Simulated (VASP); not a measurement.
MgSe, 2 atoms in the cell. The structure is cubic, space group Fm-3m (No. 225). Conventional cell: a = 5.117 Å, b = 5.117 Å, c = 5.117 Å, α = 90.00°, β = 90.00°, γ = 90.00°. Mg (site symmetry m-3m) has 6 Se at 2.56 Å within 3.4 Å. Within 3.4 Å of Se (site symmetry m-3m) lie 6 Mg at 2.56 Å. 

```yaml
Program: VASP 6.6.1
Task: single point
Functional: LDA
Potentials_or_basis: VASP PAW LDA potentials, release 64 (Mg, Se)
Cutoff: 600 eV
k_mesh: 8 × 8 × 8
Occupations: gaussian, width 0.01 eV
Spin: no spin polarisation
Dipole_correction: no
Further_INCAR_settings: ALGO = Normal; EDIFF = 1e-06; NBANDS = 11
```

Potentials or basis: VASP PAW LDA potentials, release 64 (Mg, Se).

The run is started by

```console
$ cat potpaw_LDA.64/Mg/POTCAR potpaw_LDA.64/Se/POTCAR > POTCAR
$ mpirun -np 1 vasp_std > vasp.out
```

Hardware: 1 thread of Intel Xeon 8259CL, with other jobs on the host.

**Question.** Estimate the wall time of this run.

**Answer.** Wall time 22 s on 1 thread of Intel Xeon 8259CL, on a shared host, peak memory 0.16 GiB. Counts: scf iterations 12, k points 29.
